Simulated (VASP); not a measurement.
**BN: single point with PBE**

BN:

```
CELL_PARAMETERS angstrom
2.50567 0.00000 0.00000
-1.25284 2.16998 0.00000
0.00000 0.00000 6.50883
ATOMIC_POSITIONS crystal
B 0.33333 0.66667 0.25000
B 0.66667 0.33333 0.75000
N 0.33333 0.66667 0.75000
N 0.66667 0.33333 0.25000
```

This cell differs from its parent crystal: volume scaled by 0.96, then relaxed in part.

* Program: VASP 6.6.1
* Task: single point
* Functional: PBE
* Potentials or basis: VASP PAW PBE potentials, release 64 (B, N)
* Cutoff: 520 eV
* k mesh: 13 × 13 × 5
* Occupations: fermi-dirac, width 0.02 eV
* Spin: no spin polarisation

- Pressure: 3.3 GPa
- Band gap on the k mesh: 4.26 eV, indirect (least direct gap 4.63 eV)

Stress tensor (GPa, compression positive):
```
3.11 0.00 0.00
0.00 3.11 0.00
0.00 0.00 3.56
```

Levels at points of the mesh, in eV from the valence-band top:
```csv
k point,band 5,band 6,band 7,band 8,band 9,band 10,band 11,band 12
"(0.00, 0.00, 0.00)",-1.38,-1.38,-1.34,-1.34,5.34,10.49,11.47,11.47
```

Wall time 34 s on 1 thread of Intel(R) Xeon(R) Platinum 8375C CPU @ 2.90GHz (Ice Lake), with other jobs on the host, peak memory 0.16 GiB.

Caveat: this functional lacks dispersion, which binds the layers, so the pressure and a relaxed spacing across them are unreliable. A k mesh can miss the band edges.
